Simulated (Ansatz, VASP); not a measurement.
One calculation of Ru, two programs

```
Ru
1.0
     0.00000    1.90341    1.90341
     1.90341    0.00000    1.90341
     1.90341    1.90341    0.00000
Ru
1
Cartesian
  0.0000 0.0000 0.0000
```

Alike in both runs: functional PBE; k mesh 8 × 8 × 8; occupations gaussian, width 0.1 eV; no spin polarisation.

Ansatz relaxed the structure, and its values are those at the end. VASP's run is a single point on that final structure, the one shown.

```csv
,VASP,Ansatz
version,VASP 6.6.1,Ansatz 0.2.0
potentials or method,"VASP PAW PBE potentials, release 64 (Ru_pv), cutoff 520 eV","scalar-relativistic, plane waves, PAW"
valence electrons in the cell,14,16
```

Ansatz gave:

```
gap on the k mesh at the Fermi level (eV) : none
pressure (GPa)                            : 0.0
```

Estimate VASP's values.

gap on the k mesh at the Fermi level (eV): none; pressure (GPa): -0.2.

A gap of «none» marks a metal or a gap that the smearing closes. VASP's potentials hold 14 valence electrons a cell and Ansatz's 16, so a difference there can come from the potentials and not from the codes.
